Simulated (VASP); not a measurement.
# LiH in VASP: settings compared

Aim: see how the results for LiH move with the level of theory and the settings. Levels: PBEsol+D3(BJ), PBEsol. Tasks: single point.

Program: VASP 6.6.1. These are calculated values, not measurements. Logs are shortened: lines on timing, memory, paths and dates and some standing lists are left out, and cuts for length are marked.

## Step 1: The cell of the first run

Symmetry: Fm-3m, No. 225, cubic system. The conventional cell has a = 4.074 Å, b = 4.074 Å, c = 4.074 Å, α = 90.00°, β = 90.00°, γ = 90.00°. Li (site symmetry m-3m) has 6 H at 2.04 Å within 2.7 Å. H (site symmetry m-3m) has 6 Li at 2.04 Å within 2.7 Å.

## Step 2: Single point, PBEsol+D3(BJ)

Input file INCAR:

```
SYSTEM = LiH
PREC = Accurate
ENCUT = 520
EDIFF = 1E-6
ISMEAR = -1
SIGMA = 0.05
LREAL = .False.
LASPH = .True.
NELM = 80
ALGO = Normal
ISIF = 2
LWAVE = .False.
LCHARG = .True.
GGA = PS
IVDW = 12
LELF = .True.
LVHAR = .True.
NBANDS = 9
```

Input file KPOINTS:

```
regular mesh
0
Gamma
  11 11 11
  0 0 0
```

Input file POSCAR:

```
LiH
1.0
    0.0000000000      2.0367500000      2.0367500000
    2.0367500000      0.0000000000      2.0367500000
    2.0367500000      2.0367500000      0.0000000000
Li H
1 1
Direct
    0.0000000000      0.0000000000      0.0000000000
    0.5000000000      0.5000000000      0.5000000000
```

Potentials or basis: VASP PAW PBE potentials, release 64 (Li_sv, H).

Started as:

```console
$ cat potpaw_PBE.64/Li_sv/POTCAR potpaw_PBE.64/H/POTCAR > POTCAR
$ mpirun -np 1 vasp_std > vasp.out
```

OUTCAR:

```text
SYSTEM = LiH
   PREC = Accurate
   ENCUT = 520
   EDIFF = 1E-6
   ISMEAR = -1
   LREAL = .False.
   LASPH = .True.
   NELM = 80
   ISIF = 2
   GGA = PS
   IVDW = 12
 IVDW          = 12

 ion  position               nearest neighbor table
   1  0.000  0.000  0.000-
   2  0.500  0.500  0.500-

  LATTYP: Found a face centered cubic cell.
 ALAT       =     4.0735000000

  Lattice vectors:

 A1 = (   0.0000000000,   2.0367500000,   2.0367500000)
 A2 = (   2.0367500000,   0.0000000000,   2.0367500000)
 A3 = (   2.0367500000,   2.0367500000,   0.0000000000)

Analysis of symmetry for initial positions (statically):
=====================================================================
 Subroutine PRICEL returns:
 Original cell was already a primitive cell.

 Routine SETGRP: Setting up the symmetry group for a
 face centered cubic supercell.

 Subroutine GETGRP returns: Found 48 space group operations
 (whereof 48 operations were pure point group operations)
 out of a pool of 48 trial point group operations.

The static configuration has the point symmetry O_h .

Analysis of symmetry for dynamics (positions and initial velocities):
=====================================================================
 Subroutine PRICEL returns:
 Original cell was already a primitive cell.

 Routine SETGRP: Setting up the symmetry group for a
 face centered cubic supercell.

 Subroutine GETGRP returns: Found 48 space group operations
 (whereof 48 operations were pure point group operations)
 out of a pool of 48 trial point group operations.

The dynamic configuration has the point symmetry O_h .

 Subroutine INISYM returns: Found 48 space group operations
 (whereof 48 operations are pure point group operations),
 and found     1 'primitive' translations

----------------------------------------------------------------------------------------

                                     Primitive cell

  volume of cell :      16.8983

  direct lattice vectors                    reciprocal lattice vectors
     0.000000000  2.036750000  2.036750000    -0.245489137  0.245489137  0.245489137
     2.036750000  0.000000000  2.036750000     0.245489137 -0.245489137  0.245489137
     2.036750000  2.036750000  0.000000000     0.245489137  0.245489137 -0.245489137

  length of vectors
     2.880399473  2.880399473  2.880399473     0.425199658  0.425199658  0.425199658

  position of ions in fractional coordinates (direct lattice)
     0.000000000  0.000000000  0.000000000
     0.500000000  0.500000000  0.500000000

  ion indices of the primitive-cell ions
   primitive index   ion index
                 1           1
                 2           2

----------------------------------------------------------------------------------------

 KPOINTS: regular mesh

Automatic generation of k-mesh.
 Grid dimensions read from file:
 generate k-points for:   11   11   11

 Generating k-lattice:

  Cartesian coordinates                     Fractional coordinates (reciprocal lattice)
    -0.022317194  0.022317194  0.022317194     0.090909091  0.000000000  0.000000000
     0.022317194 -0.022317194  0.022317194     0.000000000  0.090909091  0.000000000
     0.022317194  0.022317194 -0.022317194     0.000000000  0.000000000  0.090909091

  Length of vectors
     0.038654514  0.038654514  0.038654514

  Shift w.r.t. Gamma in fractional coordinates (k-lattice)
     0.000000000  0.000000000  0.000000000

 Subroutine IBZKPT returns following result:
 ===========================================

 Found     56 irreducible k-points:

 Following reciprocal coordinates:
            Coordinates               Weight
  0.000000  0.000000  0.000000      1.000000
  0.090909  0.000000  0.000000      8.000000
  0.181818  0.000000  0.000000      8.000000
  0.272727  0.000000  0.000000      8.000000
  0.363636  0.000000  0.000000      8.000000
  0.454545  0.000000  0.000000      8.000000
[... 16 lines left out ...]
 -0.272727  0.181818  0.000000     24.000000
 -0.181818  0.181818  0.000000     12.000000
 [... further k-points ...]
   k-points           NKPTS =     56   k-points in BZ     NKDIM =     56   number of bands    NBANDS=      9
   number of dos      NEDOS =    301   number of ions     NIONS =      2
   total plane-waves  NPLWV =  13824
   dimension x,y,z NGX =    24 NGY =   24 NGZ =   24
   dimension x,y,z NGXF=    48 NGYF=   48 NGZF=   48
   ions per type =               1   1
   NGX,Y,Z   is equivalent  to a cutoff of  13.85, 13.85, 13.85 a.u.
   NGXF,Y,Z  is equivalent  to a cutoff of  27.70, 27.70, 27.70 a.u.
 SYSTEM =  LiH
   PREC   = accura    normal or accurate (medium, high low for compatibility)
   ISTART =      0    job   : 0-new  1-cont  2-samecut
   ICHARG =      2    charge: 1-file 2-atom 10-const
   ISPIN  =      1    spin polarized calculation?
   LNONCOLLINEAR =      F non collinear calculations
   LSORBIT =      F    spin-orbit coupling
   LASPH  =      T    aspherical Exc in radial PAW
   ENCUT  =  520.0 eV  38.22 Ry    6.18 a.u.   5.36  5.36  5.36*2*pi/ulx,y,z
   NELM   =     80;   NELMIN=  2; NELMDL= -5     # of ELM steps
   EDIFF  = 0.1E-05   stopping-criterion for ELM
   LREAL  =      F    real-space projection
   EDIFFG = 0.1E-04   stopping-criterion for IOM
   NSW    =      0    number of steps for IOM
   IBRION =     -1    ionic relax: 0-MD 1-quasi-New 2-CG
   NFREE  =      0    steps in history (QN), initial steepest desc. (CG)
   ISIF   =      2    stress and relaxation
   ISYM   =      2    0-nonsym 1-usesym 2-fastsym
   POTIM  = 0.5000    time-step for ionic-motion
   TEBEG  =    0.0;   TEEND  =   0.0 temperature during run
   PSTRESS=    0.0 pullay stress
   NELECT =       4.0000    total number of electrons
   NUPDOWN=      -1.0000    fix difference up-down
   EMIN   =  10.00;   EMAX   =-10.00  energy-range for DOS
   EFERMI =   0.00;   METHOD = LEGACY
   ISMEAR =    -1;   SIGMA  =   0.05  broadening in eV -4-tet -1-fermi 0-gaus
   EFERMI_NEDOS =   21; number of points for ismear=-14 and -15
   IALGO  =     38    algorithm
   IMIX   =      4    mixing-type and parameters
     AMIX     =   0.40;   BMIX     =  1.00
     AMIX_MAG =   1.60;   BMIX_MAG =  1.00
  volume/ion in A,a.u.               =       8.45        57.02
  Fermi-wavevector in a.u.,A,eV,Ry     =   1.012699  1.913724 13.953585  1.025560
  Thomas-Fermi vector in A             =   2.145824
   LORBIT       =      0    0 simple, 1 ext, 2 COOP (PROOUT), +10 PAW based schemes
   GGA     = PS    functional components
   LHFCALC =     F    Hartree Fock is set to
   AEXX    =    0.0000 exact exchange contribution
   IVDW    =    12    specifies the selected vdW correction
   LEPSILON=     F    determine dielectric tensor
   LRPA    =     F    only Hartree local field effects (RPA)
 non-spin polarized calculation
  energy-cutoff  :      520.00
  volume of cell :       16.90
 maximum number of plane-waves:       470
 NGX is ok and might be reduce to    24
   NGX = 11   NGY = 11   NGZ = 11

 number of electron       3.9999999 magnetization

 Free energy of the ion-electron system (eV)
  ---------------------------------------------------
  ext. energy  EPLUGINS =         0.00000000
  ---------------------------------------------------
  free energy    TOTEN  =        -6.11261475 eV

  energy without entropy =       -6.11261475  energy(sigma->0) =       -6.11261475

 E-fermi :   0.9396     XC(G=0):  -8.4567

 val. band max:       -0.1058485434   @ k =  -0.4545   0.4545   0.0000
 cond. band min:       2.8673779173   @ k =  -0.4545   0.4545   0.0000
 fundamental gap:      2.9732264607
 Fermi energy:         0.9395728890

 k-point     1 :       0.0000    0.0000    0.0000
  band No.  band energies     occupation
      1     -43.8114      2.00000
      2      -5.4243      2.00000
      3      15.4186      0.00000
      4      17.1920      0.00000
      5      17.1920      0.00000
      6      17.1920      0.00000
      7      21.7056      0.00000
      8      21.7056      0.00000
      9      21.7056      0.00000

 k-point     2 :       0.0909    0.0000    0.0000
  band No.  band energies     occupation
      1     -43.8081      2.00000
      2      -5.2800      2.00000
      3      14.2394      0.00000
      4      16.3292      0.00000
      5      16.8661      0.00000
      6      16.8661      0.00000
      7      21.1298      0.00000
      8      22.3965      0.00000
      9      22.3965      0.00000

 k-point     3 :       0.1818    0.0000    0.0000
  band No.  band energies     occupation
      1     -43.7994      2.00000
      2      -4.8555      2.00000
      3      11.4327      0.00000
      4      15.1894      0.00000
      5      16.2960      0.00000
      6      16.2960      0.00000
      7      21.7452      0.00000
      8      22.7064      0.00000
      9      22.7064      0.00000

 k-point     4 :       0.2727    0.0000    0.0000
  band No.  band energies     occupation
      1     -43.7878      2.00000
      2      -4.1849      2.00000
      3       8.5477      0.00000
      4      14.2198      0.00000
      5      15.8903      0.00000
      6      15.8903      0.00000
      7      20.8743      0.00000
      8      20.8743      0.00000
      9      22.9974      0.00000
[... 205 lines left out ...]
 k-point    22 :      -0.3636    0.1818    0.0000
  band No.  band energies     occupation
      1     -43.7671      2.00000
      2      -2.3058      2.00000
      3       5.2739      0.00000
      4       9.2389      0.00000
      5      14.1676      0.00000
      6      15.0545      0.00000
      7      21.6241      0.00000
      8      24.1125      0.00000
      9      26.0000      0.00000

 k-point    23 :      -0.2727    0.1818    0.0000
  band No.  band energies     occupation
      1     -43.7742      2.00000
      2      -3.1106      2.00000
      3       7.1660      0.00000
      4       9.3604      0.00000
      5      15.1698      0.00000
      6      15.4455      0.00000
      7      21.1640      0.00000
      8      23.9092      0.00000
      9      25.2281      0.00000

 k-point    24 :      -0.1818    0.1818    0.0000
  band No.  band energies     occupation
      1     -43.7839      2.00000
      2      -3.9204      2.00000
      3       9.7635      0.00000
      4       9.8414      0.00000
      5      15.4901      0.00000
      6      16.9078      0.00000
      7      20.7473      0.00000
      8      22.4957      0.00000
      9      24.0993      0.00000

 [... further k-points ...]

------------------------ aborting loop because EDIFF is reached ----------------------------------------

 Edisp (eV)   -0.25661

 E8    (eV) :    -0.1520

  FORCE on cell =-STRESS in cart. coord.  units (eV):
  Direction    XX          YY          ZZ          XY          YZ          ZX
  --------------------------------------------------------------------------------------
  -------------------------------------------------------------------------------------
  Total      -0.52304    -0.52304    -0.52304    -0.00000     0.00000    -0.00000
  in kB     -49.59108   -49.59108   -49.59108    -0.00000     0.00000    -0.00000
  external pressure =      -49.59 kB  Pullay stress =        0.00 kB

 VOLUME and BASIS-vectors are now :
 -----------------------------------------------------------------------------
  energy-cutoff  :      520.00
  volume of cell :       16.90
      direct lattice vectors                 reciprocal lattice vectors
     0.000000000  2.036750000  2.036750000    -0.245489137  0.245489137  0.245489137
     2.036750000  0.000000000  2.036750000     0.245489137 -0.245489137  0.245489137
     2.036750000  2.036750000  0.000000000     0.245489137  0.245489137 -0.245489137

 POSITION                                       TOTAL-FORCE (eV/Angst)
 -----------------------------------------------------------------------------------
      0.00000      0.00000      0.00000         0.000000      0.000000      0.000000
      2.03675      2.03675      2.03675         0.000000      0.000000      0.000000
 -----------------------------------------------------------------------------------
    total drift:                                0.000000     -0.000000     -0.000000

  FREE ENERGIE OF THE ION-ELECTRON SYSTEM (eV)
  ---------------------------------------------------
  free  energy   TOTEN  =        -6.3692282961 eV

  energy  without entropy=       -6.3692282961  energy(sigma->0) =       -6.36922830
```

Wall time 12 s (1 thread of Intel Xeon 8259CL, shared host); peak memory 0.14 GiB.

Results:

* Free energy: -6.3692 eV
* Band gap on the k mesh: 2.97 eV, direct
* Dispersion energy per atom: -0.128 eV

Caveat: the cutoff is under 1.25 times the usual one of these potentials, so pressure, stress and relaxed cells hold a basis-set (Pulay) error; three body term missing; the PAW data sets were made with another functional, which shifts forces and pressure a little. A k mesh can miss the band edges.

## Step 3: Single point, PBEsol

Input file INCAR:

```
PREC = Accurate
ENCUT = 520
EDIFF = 1E-6
ISMEAR = -1
SIGMA = 0.05
LREAL = False
LASPH = True
NELM = 60
ALGO = Normal
ISIF = 2
LWAVE = False
LCHARG = False
GGA = PS
NBANDS = 9
```

Input file KPOINTS:

```
Automatic mesh
0
Gamma
  9 9 9
```

Input file POSCAR:

```
LiH
1.0
   -0.0203675000      2.0367500000      2.0367500000
    2.0367500000     -0.0203675000      2.0367500000
    2.0163825000      2.0163825000      0.0000000000
Li H
1 1
Direct
    0.0000000000      0.0000000000      0.0000000000
    0.5000000000      0.5000000000      0.5000000000
```

Potentials or basis: VASP PAW PBE potentials, release 64 (Li_sv, H).

Started as:

```console
$ cat potpaw_PBE.64/Li_sv/POTCAR potpaw_PBE.64/H/POTCAR > POTCAR
$ mpirun -np 1 vasp_std > vasp.out
```

Run time: 21 s. Hardware: 1 thread of Intel Xeon 8259CL, shared host; peak memory 0.14 GiB.

Results (log left out):

```
Free energy            : -6.1117 eV
Band gap on the k mesh : 3.05 eV, indirect (least direct gap 3.06 eV)
```

Levels at points of the mesh, in eV from the valence-band top:
```
           k point  band 1  band 2  band 3  band 4  band 5
(0.00, 0.00, 0.00)  -43.70   -5.31   15.53   17.03   17.29
```

Caveat: the cutoff is under 1.25 times the usual one of these potentials, so pressure, stress and relaxed cells hold a basis-set (Pulay) error; the PAW data sets were made with another functional, which shifts forces and pressure a little.

[end of part 1 of 2]
